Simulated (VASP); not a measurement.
Wanted: the native input for a VASP 6.6.1 run.

```yaml
Task: relaxation of cell and atoms
Functional: PBE
Potentials_or_basis: VASP PAW PBE potentials, release 64 (Na_pv)
Cutoff: 600 eV
k_mesh: 4 × 4 × 4
Occupations: gaussian, width 0.1 eV
Spin: no spin polarisation
Dipole_correction: no
Further_INCAR_settings: ALGO = Fast; EDIFF = 1e-07; IBRION = 2; EDIFFG = -0.04; NSW = 90; ISIF = 3
```

The structure of Na lies in POSCAR:

```
Na
1.0
    2.0955641053     -6.6475598507      0.0000000000
    2.0955641053      6.6475598507      0.0000000000
    0.0000000000      0.0000000000      5.5459642183
Na
4
Direct
    0.0980000000      0.9020000000      0.9100000000
    0.5980000000      0.4020000000      0.5900000000
    0.9020000000      0.0980000000      0.0900000000
    0.4020000000      0.5980000000      0.4100000000
```

One way to write it, as run:

INCAR

```
PREC     = Accurate       # precision mode
ENCUT    = 600            # plane-wave cutoff, eV
EDIFF    = 1E-7           # SCF threshold, eV
ISMEAR   = 0              # smearing method
SIGMA    = 0.1            # smearing width, eV
LREAL    = False          # projectors in reciprocal space
LASPH    = True           # aspherical terms in the spheres
NELM     = 100            # most SCF steps
ALGO     = Fast           # electronic algorithm
ISIF     = 3              # what is computed and relaxed
LWAVE    = False          # write WAVECAR
LCHARG   = False          # write CHGCAR
GGA      = PE             # functional
IBRION   = 2              # ionic algorithm
NSW      = 90             # ionic steps
EDIFFG   = -0.04          # ionic threshold
```

KPOINTS

```
regular mesh
0
Gamma
  4 4 4
```

Potentials or basis: VASP PAW PBE potentials, release 64 (Na_pv).

Command:

```console
$ cat potpaw_PBE.64/Na_pv/POTCAR > POTCAR
$ mpirun -np 1 vasp_std > vasp.out
```

It gave:

The relaxed volume is 38.71 Å³/atom. The relaxed cell is a = 6.692 Å, b = 6.692 Å, c = 6.177 Å, α = 90.00°, β = 90.00°, γ = 145.96° and the space group after relaxing (to 0.05 Å) is Fmmm (No. 69). The energy gained by relaxing is 369.6 meV/atom and the ionic steps are 19. The pressure after relaxing is -0.1 GPa, the largest force after relaxing is 0.022 eV/Å and the band gap on the k mesh is zero (band 14 reaches 0.59 eV, above the bottom of band 15 at -0.90 eV).

Caveat: the k points lie up to 0.42 Å⁻¹ apart in the final cell.

It took 20 min on 1 thread of Intel(R) Xeon(R) 6975P-C (Granite Rapids), on a shared host, peak memory 0.42 GiB.
